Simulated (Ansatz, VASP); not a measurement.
NbRu3 in VASP and in Ansatz

File INCAR:

```
SYSTEM = NbRu3
  ALGO = Normal
  EDIFF = 1E-8
  ENCUT = 520
  ISIF = 2
  ISMEAR = -1
  LASPH = .True.
  LCHARG = .False.
  LEFG = .True.
  LREAL = .False.
  LWAVE = .False.
  NBANDS = 36
  NELM = 80
  PREC = Accurate
  SIGMA = 0.05
```

KPOINTS

```
k-points
0
Gamma
  9 9 9
  0 0 0
```

The input POSCAR:

```
NbRu3
1.0
    3.9056961131      0.0000000000      0.0000000000
    0.0000000000      3.9056961131      0.0000000000
    0.0000000000      0.0000000000      3.9056961131
Nb Ru
1 3
Direct
    0.0000000000      0.0000000000      0.0000000000
    0.0000000000      0.5000000000      0.5000000000
    0.5000000000      0.0000000000      0.5000000000
    0.5000000000      0.5000000000      0.0000000000
```

Input for Ansatz:

```yaml
crystal:
  lattice:
    - [3.9056961131, 0.0, 0.0]
    - [0.0, 3.9056961131, 0.0]
    - [0.0, 0.0, 3.9056961131]
  atoms:
    - { symbol: Nb, position: [0.0, 0.0, 0.0] }
    - { symbol: Ru, position: [0.0, 0.5, 0.5] }
    - { symbol: Ru, position: [0.5, 0.0, 0.5] }
    - { symbol: Ru, position: [0.5, 0.5, 0.0] }
kpoints:
  mp_grid: { grid: [9, 9, 9] }
scf:
  occupations: { method: fermi_dirac, width: 0.05 }
hamiltonian:
  xc: lda
  pseudopotentials: { kind: all_electron, datasets: crystal }
output:
  forces: true
  stress: true
  eigenvalues: true
  efg: { contact_densities: true }
```

Change from the starting cell: volume scaled by 1.02, crystal datasets.

Alike in both runs: task electric field gradients; functional LDA; k mesh 9 × 9 × 9; occupations fermi-dirac, width 0.05 eV; no spin polarisation.

|  | VASP | Ansatz |
| --- | --- | --- |
| version | VASP 6.6.1 | Ansatz 0.2.0 |
| potentials or method | VASP PAW LDA potentials, release 64 (Nb_sv, Ru_pv), cutoff 520 eV | all-electron PAW with datasets made for the crystal, scalar-relativistic |

Ansatz gave:

| Property | Result |
| --- | --- |
| pressure (GPa) | -16.3 |
| size of Vzz on the site where it differs most (V/Å²) | 1.4 |

Task: What did VASP give for the same quantities?

Result: Pressure (GPa): -15.9; size of Vzz on the site where it differs most (V/Å²): 9.9.

LDA's correlation is that of Perdew and Zunger in VASP and of Perdew and Wang (1992) in Ansatz. Ansatz ran all-electron here, and VASP with PAW potentials.
